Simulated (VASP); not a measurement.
Runs of VASP 6.6.1 on Ge. The structure is that of space group P6/mmm (No. 191), or close to it. The cells are those of the table. 

```csv
task,cell,k mesh,cutoff (eV),gap on the mesh (eV),pressure (GPa),relaxed volume (Å³/atom)
single point,"a = 2.866, b = 2.866, c = 2.670 Å, angles 90.0, 90.0, 120.0°, 1 atom",9 × 9 × 6,520,none,0.1,-
relaxation of cell and atoms,"relaxed from a = 2.866, b = 2.866, c = 2.670 Å, angles 90.0, 90.0, 120.0°, 1 atom",24 × 24 × 20,600,none,0.0,19.36
relaxation of cell and atoms,"relaxed from a = 2.836, b = 2.836, c = 2.824 Å, angles 90.0, 90.0, 120.0°, 1 atom",9 × 9 × 6,600,none,0.2,(a)
single point,"a = 2.879, b = 2.879, c = 2.693 Å, angles 90.0, 90.0, 120.0°, 1 atom",24 × 24 × 20,520,none,-0.2,-
```

Alike in all rows: level PBE; potentials or basis VASP PAW PBE potentials, release 64 (Ge_d); no spin polarisation; smearing gaussian 0.1 eV.

Task: Estimate the missing entries.

Result: (a) 19.02.

Caveats: some runs use coarse meshes.

A k mesh can miss the band edges, and the runs leave out spin-orbit coupling on Ge.

A gap of «none» marks levels without a gap at the run's occupations.
